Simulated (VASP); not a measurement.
Wanted: the native input for a VASP 6.6.1 run.

- Task: single point
- Functional: PBEsol
- Potentials or basis: VASP PAW PBE potentials, release 64 (Nb_sv)
- Cutoff: 520 eV
- k mesh: 6 × 6 × 4
- Occupations: gaussian, width 0.1 eV
- Spin: no spin polarisation
- Dipole correction: no
- Further INCAR settings: ALGO = Normal; EDIFF = 1e-06; NBANDS = 34

The structure of Nb lies in POSCAR:

```
Nb
1.0
    2.2463321283     -3.8071163798      0.0000000000
    2.2463321283      3.8071163798      0.0000000000
    0.0000000000      0.0000000000      4.4986402659
Nb
4
Direct
    0.1525000000      0.8475000000      0.0785000000
    0.6525000000      0.3475000000      0.4215000000
    0.8475000000      0.1525000000      0.9215000000
    0.3475000000      0.6525000000      0.5785000000
```

One way to write it, as run:

INCAR

```
PREC = Accurate
ENCUT = 520
EDIFF = 1E-6
ISMEAR = 0
SIGMA = 0.1
LREAL = F
LASPH = T
NELM = 100
ALGO = Normal
ISIF = 2
LWAVE = F
LCHARG = T
GGA = PS
LELF = T
LVHAR = T
NBANDS = 34
```

KPOINTS

```
regular mesh
0
Gamma
  6 6 4
```

Potentials or basis: VASP PAW PBE potentials, release 64 (Nb_sv).

Launch:

```sh
$ cat potpaw_PBE.64/Nb_sv/POTCAR > POTCAR
$ mpirun -np 1 vasp_std > vasp.out
```

Results of the run:

- Pressure: 10.9 GPa
- Largest force: 0.779 eV/Å
- Band gap on the k mesh: zero (band 26 reaches 10.49 eV, above the bottom of band 27 at 9.75 eV)

Caveat: the PAW data sets were made with another functional, which shifts forces and pressure a little.

Wall time 44 s on 1 thread of Intel(R) Xeon(R) 6975P-C (Granite Rapids), with other jobs on the host, peak memory 0.23 GiB.
